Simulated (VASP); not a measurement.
Set up this calculation in VASP 6.6.1, as the native input.

```
Task                   : relaxation of cell and atoms
Functional             : PBEsol
Potentials or basis    : VASP PAW PBE potentials, release 64 (Al)
Cutoff                 : 600 eV
k mesh                 : 24 × 24 × 20
Occupations            : gaussian, width 0.1 eV
Spin                   : no spin polarisation
Dipole correction      : no
Further INCAR settings : ALGO = Normal; EDIFF = 1e-06; IBRION = 2; EDIFFG = -0.01; NSW = 100; ISIF = 3
```

The structure of Al lies in POSCAR:

```
Al
1.0
    2.7649226996      0.0000000000      0.0000000000
   -1.3824613498      2.3944932974      0.0000000000
    0.0000000000      0.0000000000      2.7658947251
Al
1
Direct
    0.0000000000      0.0000000000      0.0000000000
```

This isn't the form of Al at room conditions, which is fcc.

The input as run:

INCAR

```
SYSTEM = Al
  ALGO = Normal
  EDIFF = 1E-6
  EDIFFG = -0.01
  ENCUT = 600
  GGA = PS
  IBRION = 2
  ISIF = 3
  ISMEAR = 0
  LASPH = .True.
  LCHARG = .False.
  LREAL = .False.
  LWAVE = .False.
  NELM = 100
  NSW = 100
  PREC = Accurate
  SIGMA = 0.1
```

KPOINTS

```
k-points
0
Gamma
  24 24 20
  0 0 0
```

Potentials or basis: VASP PAW PBE potentials, release 64 (Al).

Launch:

```sh
$ cat potpaw_PBE.64/Al/POTCAR > POTCAR
$ mpirun -np 1 vasp_std > vasp.out
```

Results of the run:

```json
{"Relaxed volume": "18.41 Å³/atom", "Relaxed cell": "a = 2.765 Å, b = 2.765 Å, c = 2.781 Å, α = 90.00°, β = 90.00°, γ = 120.00°", "Space group after relaxing (to 0.1 Å)": "P6/mmm (No. 191)", "Energy gained by relaxing": "0.3 meV/atom", "Ionic steps": "2", "Pressure after relaxing": "0.0 GPa", "Band gap on the k mesh": "zero (an odd number of electrons rules out a gap without spin polarisation)"}
```

Caveat: the PAW data sets were made with another functional, which shifts forces and pressure a little.

Wall time 37 s on 1 thread of Intel Xeon 8259CL (shared host), peak memory 0.2 GiB.
